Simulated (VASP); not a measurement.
# Hf3CuC3 in VASP: a series of runs

Runs on Hf3CuC3. Level: PBEsol. Tasks: single point.

Everything below comes from runs of VASP 6.6.1. Logs are shortened: lines on timing, memory, paths and dates and some standing lists are left out, and cuts for length are marked.

## 1. The cell of the first run

The cell holds a slab with vacuum, 7 atoms: a = 3.258 Å, b = 3.258 Å, c = 25.650 Å, α = 90.00°, β = 90.00°, γ = 120.00°.

## 2. Single point, PBEsol

INCAR

```
  PREC = Accurate
  ENCUT = 520
  EDIFF = 1E-6
  ISMEAR = 0
  SIGMA = 0.1
  LREAL = False
  LASPH = True
  NELM = 100
  ALGO = Normal
  ISIF = 2
  LWAVE = False
  LCHARG = False
  LDIPOL = True
  IDIPOL = 3
  DIPOL = 0.5 0.5 0.481
  GGA = PS
  NBANDS = 36
```

KPOINTS

```
regular mesh
0
Gamma
  9 9 1
```

POSCAR

```
Hf3CuC3
1.0
    3.2578677669      0.0000000000      0.0000000000
   -1.6289338835      2.8213962483      0.0000000000
    0.0000000000      0.0000000000     25.6500947320
Hf C Cu
3 3 1
Direct
    0.3333333333      0.6666666667      0.3313827917
    0.0000000000      0.0000000000      0.4350875897
    0.6666666667      0.3333333333      0.5385039574
    0.6666666667      0.3333333333      0.3832351907
    0.3333333333      0.6666666667      0.4866137868
    0.0000000000      0.0000000000      0.5829937958
    0.3333333333      0.6666666667      0.6122185234
```

Potentials or basis: VASP PAW PBE potentials, release 64 (Hf_pv, C, Cu).

Run with:

```bash
$ cat potpaw_PBE.64/Hf_pv/POTCAR potpaw_PBE.64/C/POTCAR potpaw_PBE.64/Cu/POTCAR > POTCAR
$ mpirun -np 1 vasp_std > vasp.out
```

OUTCAR:

```text
PREC = Accurate
   ENCUT = 520
   EDIFF = 1E-6
   ISMEAR = 0
   LREAL = False
   LASPH = True
   NELM = 100
   ISIF = 2
   GGA = PS

 ion  position               nearest neighbor table
   1  0.333  0.667  0.331-   4 2.30   4 2.30   4 2.30   2 3.26   2 3.26   2 3.26
   2  0.000  0.000  0.435-   5 2.30   5 2.30   5 2.30   4 2.30   4 2.30   4 2.30   3 3.25   3 3.25
                             3 3.25   1 3.26   1 3.26   1 3.26
   3  0.667  0.333  0.539-   6 2.20   6 2.20   6 2.20   5 2.30   5 2.30   5 2.30   7 2.67   7 2.67
                             7 2.67   2 3.25   2 3.25   2 3.25
   4  0.667  0.333  0.383-   1 2.30   1 2.30   2 2.30   2 2.30   2 2.30   1 2.30
   5  0.333  0.667  0.487-   2 2.30   2 2.30   2 2.30   3 2.30   3 2.30   3 2.30
   6  0.000  0.000  0.583-   7 2.02   7 2.02   7 2.02   3 2.20   3 2.20   3 2.20
   7  0.333  0.667  0.612-   6 2.02   6 2.02   6 2.02   3 2.67   3 2.67   3 2.67

  LATTYP: Found a hexagonal cell.
 ALAT       =     3.2578677669
 C/A-ratio  =     7.8732768078

  Lattice vectors:

 A1 = (   3.2578677669,   0.0000000000,   0.0000000000)
 A2 = (  -1.6289338835,   2.8213962483,   0.0000000000)
 A3 = (   0.0000000000,   0.0000000000,  25.6500947320)

Analysis of symmetry for initial positions (statically):
=====================================================================
 Subroutine PRICEL returns:
 Original cell was already a primitive cell.

 Routine SETGRP: Setting up the symmetry group for a
 hexagonal supercell.

 Subroutine GETGRP returns: Found  6 space group operations
 (whereof  6 operations were pure point group operations)
 out of a pool of 24 trial point group operations.

The static configuration has the point symmetry C_3v.

Analysis of symmetry for dynamics (positions and initial velocities):
=====================================================================
 Subroutine PRICEL returns:
 Original cell was already a primitive cell.

 Routine SETGRP: Setting up the symmetry group for a
 hexagonal supercell.

 Subroutine GETGRP returns: Found  6 space group operations
 (whereof  6 operations were pure point group operations)
 out of a pool of 24 trial point group operations.

The dynamic configuration has the point symmetry C_3v.

 Subroutine INISYM returns: Found  6 space group operations
 (whereof  6 operations are pure point group operations),
 and found     1 'primitive' translations

----------------------------------------------------------------------------------------

                                     Primitive cell

  volume of cell :     235.7689

  direct lattice vectors                    reciprocal lattice vectors
     3.257867767  0.000000000  0.000000000     0.306949229  0.177217220  0.000000000
    -1.628933884  2.821396248  0.000000000     0.000000000  0.354434440  0.000000000
     0.000000000  0.000000000 25.650094732     0.000000000  0.000000000  0.038986211

  length of vectors
     3.257867767  3.257867767 25.650094732     0.354434440  0.354434440  0.038986211

  position of ions in fractional coordinates (direct lattice)
     0.333333333  0.666666667  0.331382792
     0.000000000  0.000000000  0.435087590
     0.666666667  0.333333333  0.538503957
     0.666666667  0.333333333  0.383235191
     0.333333333  0.666666667  0.486613787
     0.000000000  0.000000000  0.582993796
     0.333333333  0.666666667  0.612218523

  ion indices of the primitive-cell ions
   primitive index   ion index
                 1           1
                 2           2
                 3           3
                 4           4
                 5           5
                 6           6
                 7           7

----------------------------------------------------------------------------------------

 KPOINTS: regular mesh

Automatic generation of k-mesh.
 Grid dimensions read from file:
 generate k-points for:    9    9    1

 Generating k-lattice:

  Cartesian coordinates                     Fractional coordinates (reciprocal lattice)
     0.034105470  0.019690802  0.000000000     0.111111111 -0.000000000  0.000000000
     0.000000000  0.039381604  0.000000000     0.000000000  0.111111111  0.000000000
     0.000000000  0.000000000  0.038986211     0.000000000  0.000000000  1.000000000

  Length of vectors
     0.039381604  0.039381604  0.038986211

  Shift w.r.t. Gamma in fractional coordinates (k-lattice)
     0.000000000  0.000000000  0.000000000

 Subroutine IBZKPT returns following result:
 ===========================================

 Found     12 irreducible k-points:

 Following reciprocal coordinates:
            Coordinates               Weight
  0.000000  0.000000  0.000000      1.000000
  0.111111 -0.000000  0.000000      6.000000
  0.222222  0.000000  0.000000      6.000000
  0.333333  0.000000  0.000000      6.000000
  0.444444  0.000000  0.000000      6.000000
  0.111111  0.111111  0.000000      6.000000
  0.222222  0.111111  0.000000     12.000000
  0.333333  0.111111  0.000000     12.000000
  0.444444  0.111111  0.000000      6.000000
  0.222222  0.222222  0.000000      6.000000
  0.333333  0.222222  0.000000     12.000000
  0.333333  0.333333  0.000000      2.000000
   k-points           NKPTS =     12   k-points in BZ     NKDIM =     12   number of bands    NBANDS=     36
   number of dos      NEDOS =    301   number of ions     NIONS =      7
   total plane-waves  NPLWV = 110592
   dimension x,y,z NGX =    24 NGY =   24 NGZ =  192
   dimension x,y,z NGXF=    48 NGYF=   48 NGZF=  384
   ions per type =               3   3   1
   NGX,Y,Z   is equivalent  to a cutoff of  12.25, 12.25, 12.44 a.u.
   NGXF,Y,Z  is equivalent  to a cutoff of  24.49, 24.49, 24.89 a.u.
 SYSTEM =  unknown system
   PREC   = accura    normal or accurate (medium, high low for compatibility)
   ISTART =      0    job   : 0-new  1-cont  2-samecut
   ICHARG =      2    charge: 1-file 2-atom 10-const
   ISPIN  =      1    spin polarized calculation?
   LNONCOLLINEAR =      F non collinear calculations
   LSORBIT =      F    spin-orbit coupling
   LASPH  =      T    aspherical Exc in radial PAW
   ENCUT  =  520.0 eV  38.22 Ry    6.18 a.u.   6.06  6.06 47.69*2*pi/ulx,y,z
   NELM   =    100;   NELMIN=  2; NELMDL= -5     # of ELM steps
   EDIFF  = 0.1E-05   stopping-criterion for ELM
   LREAL  =      F    real-space projection
   EDIFFG = 0.1E-04   stopping-criterion for IOM
   NSW    =      0    number of steps for IOM
   IBRION =     -1    ionic relax: 0-MD 1-quasi-New 2-CG
   NFREE  =      0    steps in history (QN), initial steepest desc. (CG)
   ISIF   =      2    stress and relaxation
   ISYM   =      2    0-nonsym 1-usesym 2-fastsym
   POTIM  = 0.5000    time-step for ionic-motion
   TEBEG  =    0.0;   TEEND  =   0.0 temperature during run
   PSTRESS=    0.0 pullay stress
   NELECT =      53.0000    total number of electrons
   NUPDOWN=      -1.0000    fix difference up-down
   EMIN   =  10.00;   EMAX   =-10.00  energy-range for DOS
   EFERMI =   0.00;   METHOD = LEGACY
   ISMEAR =     0;   SIGMA  =   0.10  broadening in eV -4-tet -1-fermi 0-gaus
   EFERMI_NEDOS =   21; number of points for ismear=-14 and -15
   IALGO  =     38    algorithm
   IMIX   =      4    mixing-type and parameters
     AMIX     =   0.40;   BMIX     =  1.00
     AMIX_MAG =   1.60;   BMIX_MAG =  1.00
  volume/ion in A,a.u.               =      33.68       227.29
  Fermi-wavevector in a.u.,A,eV,Ry     =   0.995416  1.881063 13.481374  0.990853
  Thomas-Fermi vector in A             =   2.127435
   LORBIT       =      0    0 simple, 1 ext, 2 COOP (PROOUT), +10 PAW based schemes
   GGA     = PS    functional components
   LHFCALC =     F    Hartree Fock is set to
   AEXX    =    0.0000 exact exchange contribution
   IVDW    =     0    specifies the selected vdW correction
   LEPSILON=     F    determine dielectric tensor
   LRPA    =     F    only Hartree local field effects (RPA)
 non-spin polarized calculation
 Gauss-broadening in eV      SIGMA  =   0.10
  energy-cutoff  :      520.00
  volume of cell :      235.77
 maximum number of plane-waves:      6414
   NGX = 13   NGY = 13   NGZ = 95

 dipolmoment           0.000000      0.000000      0.003833 electrons x Angstroem

 number of electron      53.0000010 magnetization

 dipolmoment           0.000000      0.000000     -0.032293 electrons x Angstroem

 Free energy of the ion-electron system (eV)
  ---------------------------------------------------
  ext. energy  EPLUGINS =         0.00000000
  ---------------------------------------------------
  free energy    TOTEN  =       -66.23388918 eV

  energy without entropy =      -66.20347348  energy(sigma->0) =      -66.21868133

 E-fermi :  -0.2799     XC(G=0):  -5.3249

 val. band max:       -0.2806800928   @ k =   0.3333   0.3333   0.0000
 cond. band min:      -0.2742689832   @ k =   0.2222   0.0000   0.0000
 fundamental gap:      0.0064111097
 Fermi energy:        -0.2799035413

 k-point     1 :       0.0000    0.0000    0.0000
  band No.  band energies     occupation
      1     -31.2709      2.00000
      2     -30.7756      2.00000
      3     -30.7756      2.00000
      4     -30.2810      2.00000
      5     -29.8792      2.00000
      6     -29.8209      2.00000
[... 28 lines left out ...]
     35       3.6809      0.00000
     36       3.6809      0.00000

 k-point     2 :       0.1111   -0.0000    0.0000
  band No.  band energies     occupation
      1     -31.2595      2.00000
      2     -30.8379      2.00000
      3     -30.7897      2.00000
      4     -30.2622      2.00000
      5     -29.9167      2.00000
      6     -29.8512      2.00000
[... 28 lines left out ...]
     35       3.7854      0.00000
     36       3.7927      0.00000
[... 349 lines left out ...]
     35       4.9632      0.00000
     36       5.3677      0.00000

 k-point    12 :       0.3333    0.3333    0.0000
  band No.  band energies     occupation
      1     -31.1582      2.00000
      2     -31.1444      2.00000
      3     -31.1195      2.00000
      4     -30.2467      2.00000
      5     -30.2298      2.00000
      6     -30.1486      2.00000
[... 28 lines left out ...]
     35       4.7068      0.00000
     36       5.1031      0.00000

------------------------ aborting loop because EDIFF is reached ----------------------------------------

 vacuum level on the upper side and lower side of the slab       (xc-potential included)        -0.550        -0.004

  FORCE on cell =-STRESS in cart. coord.  units (eV):
  Direction    XX          YY          ZZ          XY          YZ          ZX
  --------------------------------------------------------------------------------------
  -------------------------------------------------------------------------------------
  Total        0.4493282      0.4493282      0.8730376     -0.0000000      0.0000000      0.0000000
  in kB        3.0534285      3.0534285      5.9327632     -0.0000000      0.0000000      0.0000000
  external PRESSURE =       4.0132068 kB  Pullay stress =       0.0000000 kB

 VOLUME and BASIS-vectors are now :
 -----------------------------------------------------------------------------
  energy-cutoff  :      520.00
  volume of cell :      235.77
      direct lattice vectors                 reciprocal lattice vectors
     3.257867767  0.000000000  0.000000000     0.306949229  0.177217220  0.000000000
    -1.628933884  2.821396248  0.000000000     0.000000000  0.354434440  0.000000000
     0.000000000  0.000000000 25.650094732     0.000000000  0.000000000  0.038986211

 POSITION                                       TOTAL-FORCE (eV/Angst)
 -----------------------------------------------------------------------------------
     -0.00000      1.88093      8.50000         0.000000     -0.000000      1.544670
      0.00000      0.00000     11.16004         0.000000     -0.000000      0.311122
      1.62893      0.94047     13.81268         0.000000     -0.000000     -1.471152
      1.62893      0.94047      9.83002         0.000000     -0.000000     -1.669542
     -0.00000      1.88093     12.48169         0.000000     -0.000000     -0.745519
      0.00000      0.00000     14.95385         0.000000      0.000000      2.006305
     -0.00000      1.88093     15.70346        -0.000000      0.000000      0.024116
 -----------------------------------------------------------------------------------
    total drift:                                0.000000      0.000000     -0.003461

  FREE ENERGIE OF THE ION-ELECTRON SYSTEM (eV)
  ---------------------------------------------------
  free  energy   TOTEN  =       -66.2338891769 eV

  energy  without entropy=      -66.2034734837  energy(sigma->0) =      -66.21868133

 vacuum level on the upper side and lower side of the slab         3.626         4.079
```

Run time: 5.4 min. Hardware: 1 thread of Intel Xeon Platinum 8488C (Sapphire Rapids), shared host; peak memory 0.39 GiB.

What came out:

| Property | Result |
| --- | --- |
| Free energy | -66.2339 eV |
| Largest force | 2.006 eV/Å |
| Band gap on the k mesh | zero (an odd number of electrons rules out a gap without spin polarisation) |

Forces on the atoms (eV/Å):
```
Hf   0.000  0.000  1.545
Hf   0.000  0.000  0.311
Hf   0.000  0.000 -1.471
C    0.000  0.000 -1.670
C    0.000  0.000 -0.746
C    0.000  0.000  2.006
Cu   0.000  0.000  0.024
```

Caveat: the PAW data sets were made with another functional, which shifts forces and pressure a little; spin-orbit coupling is left out, which moves the levels of the heavy elements.

## 3. Single point, PBEsol

INCAR

```
PREC = Accurate
ENCUT = 520
EDIFF = 1E-6
ISMEAR = 0
SIGMA = 0.1
LREAL = F
LASPH = T
NELM = 80
ALGO = Normal
ISIF = 2
LWAVE = F
LCHARG = T
LDIPOL = T
IDIPOL = 3
DIPOL = 0.5 0.5 0.484
GGA = PS
LELF = T
LVHAR = T
LVACPOTAV = T
NBANDS = 36
```

KPOINTS

```
Automatic mesh
0
Gamma
  9 9 1
```

POSCAR: that of step 2 with these lines changed.

```diff
@@ -14,2 +14,2 @@
     0.0000000000      0.0000000000      0.5829937958
-    0.3333333333      0.6666666667      0.6122185234
+    0.6666666667      0.3333333333      0.6319335044
```

Potentials or basis: VASP PAW PBE potentials, release 64 (Hf_pv, C, Cu).

Run with:

```bash
$ cat potpaw_PBE.64/Hf_pv/POTCAR potpaw_PBE.64/C/POTCAR potpaw_PBE.64/Cu/POTCAR > POTCAR
$ mpirun -np 1 vasp_std > vasp.out
```

It took 5.8 min on 1 thread of Intel Xeon Platinum 8488C (Sapphire Rapids), shared host; peak memory 0.39 GiB.

The run converged. Its results:

| Property | Result |
| --- | --- |
| Free energy | -64.6543 eV |
| Largest force | 3.049 eV/Å |
| Band gap on the k mesh | zero (an odd number of electrons rules out a gap without spin polarisation) |

Forces on the atoms (eV/Å):
```
Hf   0.000  0.000  1.491
Hf   0.000  0.000 -0.197
Hf   0.000  0.000 -2.673
C    0.000  0.000 -1.451
C    0.000  0.000 -0.203
C    0.000  0.000  3.049
Cu   0.000  0.000 -0.016
```

Levels at points of the mesh, in eV from the Fermi level:
```csv
k point,band 23,band 24,band 25,band 26,band 27,band 28,band 29,band 30
"(0.00, 0.00, 0.00)",-1.48,-1.48,-0.55,0.23,0.40,0.40,1.78,1.78
```

Caveat: the PAW data sets were made with another functional, which shifts forces and pressure a little; spin-orbit coupling is left out, which moves the levels of the heavy elements.
